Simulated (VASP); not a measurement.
Here is a VASP 6.6.1 calculation.

Contents of INCAR:

```
ALGO = Normal ; EDIFF = 1E-6
ENCUT = 520 ; GGA = PE
ISIF = 2 ; ISMEAR = -1
LASPH = True ; LCHARG = True
LELF = True ; LREAL = Auto
LVHAR = True ; LWAVE = False
NBANDS = 126 ; NELM = 80
PREC = Accurate ; SIGMA = 0.15
```

File KPOINTS:

```
k-points
0
Gamma
  2 2 2
```

The input POSCAR:

```
Ge16H
1.0
    0.0000000000      5.6600000000      5.6600000000
    5.6600000000      0.0000000000      5.6600000000
    5.6600000000      5.6600000000      0.0000000000
Ge H
16 1
Direct
    0.0170671378      0.0049823322     -0.0469081272
    0.1128621908      0.1057067138      0.1246643110
   -0.0085600707     -0.0037897527      0.5047438163
    0.1832420495      0.1317226148      0.5799028269
    0.0323498233      0.4621731449     -0.0112720848
    0.1118727915      0.6532508834      0.1229505300
   -0.0154770318      0.5092579505      0.4851943463
    0.1090106007      0.6529858657      0.6014310954
    0.4832508834     -0.0527031802      0.0308480565
    0.5892049470      0.1328445230      0.0859010601
    0.5299646643      0.0109540636      0.4778091873
    0.6209805654      0.1572173145      0.6272349823
    0.4972261484      0.5040106007     -0.0003180212
    0.6431448763      0.5401943463      0.1589575972
    0.4842844523      0.5187897527      0.5171996466
    0.6195406360      0.6278798587      0.6235689046
    0.4689045936      0.3084628975      0.3436219081
```

Potentials or basis: VASP PAW PBE potentials, release 64 (Ge_d, H).

Run with:

```console
$ cat potpaw_PBE.64/Ge_d/POTCAR potpaw_PBE.64/H/POTCAR > POTCAR
$ mpirun -np 1 vasp_std > vasp.out
```

(1) What does it give for the largest force?

(2) What does it give for the band gap on the k mesh?

Results:

(1) 2.837 eV/Å.

(2) zero (an odd number of electrons rules out a gap without spin polarisation).

Caveat: the k points lie up to 0.48 Å⁻¹ apart, too coarse for converged energies and pressures of a metal; the atoms stand as in a frame of molecular dynamics; an odd number of electrons without spin polarisation forces a metal; a magnetic or distorted state may lie lower.
